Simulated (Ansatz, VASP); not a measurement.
## One calculation of GdO4, two programs

The input INCAR:

```
SYSTEM = GdO4
PREC = Accurate ; ENCUT = 520
EDIFF = 1E-7 ; ISMEAR = 0
SIGMA = 0.1 ; LREAL = .False.
LASPH = .True. ; NELM = 150
ALGO = Normal ; ISIF = 2
LWAVE = .False. ; LCHARG = .False.
ISPIN = 2 ; MAGMOM = 7 0 0 0 0
LORBIT = 11 ; LMAXMIX = 6
GGA = PE ; NBANDS = 33
```

File KPOINTS:

```
Automatic mesh
0
Gamma
  6 6 6
  0 0 0
```

POSCAR

```
GdO4
1.0
    2.1434657700      1.2375305400      4.1119460400
   -2.1434657700      1.2375305400      4.1119460400
    0.0000000000     -2.4750610800      4.1119460400
Gd O
1 4
Direct
    0.0000000000      0.0000000000      0.0000000000
    0.4130744500      0.4130744500      0.4130744500
    0.5869255500      0.5869255500      0.5869255500
    0.6986128000      0.6986128000      0.6986128000
    0.3013872000      0.3013872000      0.3013872000
```

Input for Ansatz:

```yaml
crystal:
  lattice:
    - [2.14346577, 1.23753054, 4.11194604]
    - [-2.14346577, 1.23753054, 4.11194604]
    - [0.0, -2.47506108, 4.11194604]
  atoms:
    - { symbol: Gd, position: [0.0, 0.0, 0.0], spin: 7.0 }
    - { symbol: O, position: [0.41307445, 0.41307445, 0.41307445] }
    - { symbol: O, position: [0.58692555, 0.58692555, 0.58692555] }
    - { symbol: O, position: [0.6986128, 0.6986128, 0.6986128] }
    - { symbol: O, position: [0.3013872, 0.3013872, 0.3013872] }
basis:
  ecutwfc: 420
kpoints:
  mp_grid: { grid: [6, 6, 6] }
hamiltonian:
  xc: pbe
scf:
  occupations: { method: gaussian, width: 0.1 }
  lower_state_search: "off"
output:
  forces: true
  stress: true
  eigenvalues: true
  populations: true
magnetization:
  spin_polarized: true
```

Alike in both runs: task single point; functional PBE; k mesh 6 × 6 × 6; occupations gaussian, width 0.1 eV; collinear spin.

|  | VASP | Ansatz |
| --- | --- | --- |
| version | VASP 6.6.1 | Ansatz 0.2.0 |
| potentials or method | VASP PAW PBE potentials, release 64 (Gd, O), cutoff 520 eV | scalar-relativistic, plane waves, PAW |
| valence electrons in the cell | 42 | 42 |

|  | VASP | Ansatz | Ansatz less VASP |
| --- | --- | --- | --- |
| gap on the k mesh at the Fermi level (eV) | none | none | - |
| pressure (GPa) | 1.1 | 0.4 | -0.68 |
| traceless stress, the component that is largest in VASP (GPa) | 14.81 | 13.38 | -1.423 |
| rms of the force components (eV/Å) | 0.613 | 0.468 | -0.1456 |
| net moment per atom (μB) | 1.20 | 1.20 | 0.000 |
| size of the moment on the site where the two differ most (μB) | 6.71 | 6.79 | +0.082 |

Site moments also hang on the region over which each program counts them. Atom by atom the forces differ by 0.196 eV/Å (rms over components). A gap of «none» marks a metal or a gap that the smearing closes.

Spin-orbit coupling is off throughout.
